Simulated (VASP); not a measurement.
# LiNbO3: relaxation of cell and atoms with r2SCAN

The system is LiNbO3.

```
Li Nb O
1.0
     3.41134    0.00000    0.00000
     0.00000    3.41134    0.00000
     0.00000    0.00000    3.41134
Li Nb O
1 1 3
Cartesian
  1.7057 1.7057 1.7057
  0.0000 0.0000 0.0000
  0.0000 1.7057 1.7057
  1.7057 0.0000 1.7057
  1.7057 1.7057 0.0000
```

- Program: VASP 6.6.1
- Task: relaxation of cell and atoms
- Functional: r2SCAN
- Potentials or basis: VASP PAW PBE potentials, release 64 (Li_sv, Nb_sv, O)
- Cutoff: 600 eV
- k mesh: 12 × 12 × 12
- Occupations: gaussian, width 0.1 eV
- Spin: no spin polarisation
- Dipole correction: no
- Further INCAR settings: ALGO = Normal; EDIFF = 1e-06; IBRION = 2; EDIFFG = -0.01; NSW = 100; ISIF = 3

- Relaxed volume: 7.99 Å³/atom
- Relaxed cell: a = 3.418 Å, b = 3.418 Å, c = 3.418 Å, α = 90.00°, β = 90.00°, γ = 90.00°
- Space group after relaxing (to 0.1 Å): Pm-3m (No. 221)
- Energy gained by relaxing: 0.3 meV/atom
- Ionic steps: 4
- Pressure after relaxing: 0.0 GPa
- Band gap on the k mesh: zero (bands 17 and 18 overlap by 0.47 eV)

Step by step:
| step | energy change (eV) | largest force (eV/Å) | pressure (GPa) | volume (Å³) |
| --- | --- | --- | --- | --- |
| 1 | 0.0000 | 0.0000 | 1.48 | 39.70 |
| 2 | -0.0010 | 0.0000 | -1.16 | 40.12 |
| 3 | -0.0014 | 0.0000 | -0.31 | 39.98 |
| 4 | -0.0014 | 0.0000 | -0.01 | 39.93 |

Final structure:
```cif
data_structure
_symmetry_space_group_name_H-M 'P 1'
_symmetry_Int_Tables_number 1
_cell_length_a 3.4180
_cell_length_b 3.4180
_cell_length_c 3.4180
_cell_angle_alpha 90.000
_cell_angle_beta 90.000
_cell_angle_gamma 90.000
_cell_volume 39.93
loop_
_atom_site_label
_atom_site_type_symbol
_atom_site_fract_x
_atom_site_fract_y
_atom_site_fract_z
_atom_site_occupancy
Li1 Li 0.50000 0.50000 0.50000 1
Nb1 Nb 0.00000 0.00000 0.00000 1
O1 O 0.00000 0.50000 0.50000 1
O2 O 0.50000 0.00000 0.50000 1
O3 O 0.50000 0.50000 0.00000 1
```

Levels at points of the mesh, in eV from the Fermi level:
```csv
k point,band 15,band 16,band 17,band 18,band 19,band 20
"(0.00, 0.00, 0.00)",-0.93,-0.93,-0.16,-0.16,-0.16,0.37
"(0.50, 0.00, 0.00)",-1.70,-1.27,-1.27,0.52,0.82,2.99
"(0.50, 0.50, 0.00)",-3.15,-1.26,0.05,1.51,1.65,2.94
"(0.50, 0.50, 0.50)",-0.20,0.11,0.11,1.01,1.01,1.01
```

It took 14 min on 1 thread of Intel(R) Xeon(R) Platinum 8488C (Sapphire Rapids), on a shared host, peak memory 0.23 GiB.

Caveat: the cutoff is under 1.25 times the usual one of these potentials, so pressure, stress and relaxed cells hold a basis-set (Pulay) error; the PAW data sets were made with another functional, which shifts forces and pressure a little.
